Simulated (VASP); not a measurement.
Wanted: the native input for a VASP 6.6.1 run.

```yaml
Task: relaxation of cell and atoms
Functional: r2SCAN
Potentials_or_basis: VASP PAW PBE potentials, release 64 (Ta_pv, N)
Cutoff: 600 eV
k_mesh: 16 × 16 × 16
Occupations: gaussian, width 0.1 eV
Spin: no spin polarisation
Target_pressure: -1 GPa
Dipole_correction: no
Further_INCAR_settings: ALGO = Normal; EDIFF = 1e-07; IBRION = 2; EDIFFG = -0.008; NSW = 70; ISIF = 3
```

Crystal: TaN.

```
Ta N
1.0
     0.00000    2.20545    2.20545
     2.20545    0.00000    2.20545
     2.20545    2.20545    0.00000
Ta N
1 1
Direct
  0.50000 0.50000 0.50000
  0.00000 0.00000 0.00000
```

One way to write it, as run:

POSCAR

```
TaN
1.0
    0.0000000000      2.2054508004      2.2054508004
    2.2054508004      0.0000000000      2.2054508004
    2.2054508004      2.2054508004      0.0000000000
Ta N
1 1
Direct
    0.5000000000      0.5000000000      0.5000000000
    0.0000000000      0.0000000000      0.0000000000
```

INCAR.step1

```
SYSTEM = TaN
PREC = Accurate
ENCUT = 600
ISMEAR = 0
SIGMA = 0.1
LREAL = .FALSE.
LASPH = .TRUE.
NELM = 60
GGA = PE
ALGO = Normal
EDIFF = 1E-4
LWAVE = .TRUE.
LCHARG = .FALSE.
```

INCAR.step2

```
SYSTEM = TaN
PREC = Accurate
ENCUT = 600
EDIFF = 1E-7
ISMEAR = 0
SIGMA = 0.1
LREAL = .FALSE.
LASPH = .TRUE.
NELM = 60
ALGO = Normal
ISIF = 3
LWAVE = .FALSE.
LCHARG = .FALSE.
METAGGA = R2SCAN
LMIXTAU = .TRUE.
IBRION = 2
NSW = 70
EDIFFG = -0.008
PSTRESS = -10.0
ISTART = 1
```

KPOINTS

```
Automatic mesh
0
G
  16 16 16
  0 0 0
```

Potentials or basis: VASP PAW PBE potentials, release 64 (Ta_pv, N).

Launch:

```sh
$ cat potpaw_PBE.64/Ta_pv/POTCAR potpaw_PBE.64/N/POTCAR > POTCAR
$ cp INCAR.step1 INCAR
$ mpirun -np 1 vasp_std > vasp.out
$ cp INCAR.step2 INCAR
$ mpirun -np 1 vasp_std > vasp.out
```

It gave:

```yaml
Relaxed_volume: 10.71 Å³/atom
Relaxed_cell: a = 3.118 Å, b = 3.118 Å, c = 3.118 Å, α = 60.00°, β = 60.00°, γ = 60.00°
Space_group_after_relaxing_to_0.1_Å: Fm-3m (No. 225)
Energy_change_on_relaxing_the_run_minimises_the_enthalpy: -0.1 meV/atom
Ionic_steps: 3
Pressure_after_relaxing: -1.0 GPa
Band_gap_on_the_k_mesh: zero (bands 8 and 9 overlap by 4.05 eV)
```

Caveat: the cell is relaxed towards a set pressure, so the run minimises the enthalpy, not the energy; the PAW data sets were made with another functional, which shifts forces and pressure a little; spin-orbit coupling is left out, which moves the levels of the heavy elements.

Run time: 3.6 min on 1 thread of Intel(R) Xeon(R) 6975P-C (Granite Rapids), with other jobs on the host, peak memory 0.21 GiB.
